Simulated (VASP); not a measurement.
The system is Cs.

```
CELL_PARAMETERS angstrom
-2.75008 2.75008 4.09724
2.75008 -2.75008 4.09724
2.75008 2.75008 -4.09724
ATOMIC_POSITIONS crystal
Cs 0.00000 0.00000 0.00000
```

```yaml
Program: VASP 6.6.1
Task: relaxation of cell and atoms
Functional: PBEsol
Potentials_or_basis: VASP PAW PBE potentials, release 64 (Cs_sv)
Cutoff: 600 eV
k_mesh: 7 × 7 × 7
Occupations: fermi-dirac, width 0.05 eV
Spin: no spin polarisation
```

At the start: pressure -0.2 GPa; volume 123.95 Å³/atom.

**Question.** Where does the relaxation end?

**Answer.** Over 7 steps the energy falls by 12.9 meV/atom and the volume is 108.05 Å³/atom (-12.8 %); space group Fm-3m (No. 225, to 0.05 Å).

The path:
| step | energy change (eV) | largest force (eV/Å) | pressure (GPa) | volume (Å³) |
| --- | --- | --- | --- | --- |
| 1 | 0.0000 | 0.0000 | -0.23 | 123.95 |
| 2 | -0.0042 | 0.0000 | -0.19 | 120.77 |
| 3 | -0.0118 | 0.0000 | -0.06 | 111.55 |
| 4 | -0.0125 | 0.0000 | 0.00 | 107.91 |
| 5 | -0.0126 | 0.0000 | 0.01 | 107.93 |
| 6 | -0.0127 | 0.0000 | 0.01 | 107.98 |
| 7 | -0.0129 | 0.0000 | 0.00 | 108.05 |

Final structure:
```
CELL_PARAMETERS angstrom
-2.66708 2.66708 3.79753
2.66708 -2.66708 3.79753
2.66708 2.66708 -3.79753
ATOMIC_POSITIONS crystal
Cs 0.00000 0.00000 0.00000
```

Caveat: the PAW data sets were made with another functional, which shifts forces and pressure a little.
